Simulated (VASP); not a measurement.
HfIn4SiO6, 12 atoms in the cell. Symmetry: P312, No. 149, trigonal system. The conventional cell has a = 5.242 Å, b = 5.242 Å, c = 10.488 Å, α = 90.00°, β = 90.00°, γ = 120.00°. Hf (site symmetry 32) has 6 O at 2.09 Å within 2.8 Å. Within 3.4 Å of In (site symmetry 3) lie 3 O at 2.60 Å and 3 In at 3.18 Å and 1 Si at 3.19 Å. In (site symmetry 3) has 3 O at 2.31 Å and 3 In at 3.18 Å within 3.2 Å. Si (site symmetry 32) has 6 O at 1.82 Å within 2.4 Å. O (site symmetry 1) has 1 Si at 1.82 Å and 1 Hf at 2.09 Å and 2 In at 2.31 to 2.60 Å and 4 O at 2.45 to 2.70 Å within 2.7 Å. 

```yaml
Program: VASP 6.6.1
Task: single point
Functional: PBE
Potentials_or_basis: VASP PAW PBE potentials, release 64 (Hf_pv, In_d, Si, O)
Cutoff: 520 eV
k_mesh: 6 × 6 × 3
Occupations: fermi-dirac, width 0.05 eV
Spin: no spin polarisation
Dipole_correction: no
Further_INCAR_settings: ALGO = Normal; EDIFF = 1e-07; NBANDS = 63
```

Potentials or basis: VASP PAW PBE potentials, release 64 (Hf_pv, In_d, Si, O).

Command:

```bash
$ cat potpaw_PBE.64/Hf_pv/POTCAR potpaw_PBE.64/In_d/POTCAR potpaw_PBE.64/Si/POTCAR potpaw_PBE.64/O/POTCAR > POTCAR
$ mpirun -np 1 vasp_std > vasp.out
```

Hardware: 1 thread of Intel Xeon 8259CL (shared host).

Estimate the wall time of this run.

Run time: 29 min on 1 thread of Intel Xeon 8259CL, on a shared host, peak memory 0.65 GiB. Counts: scf iterations 19, k points 34.
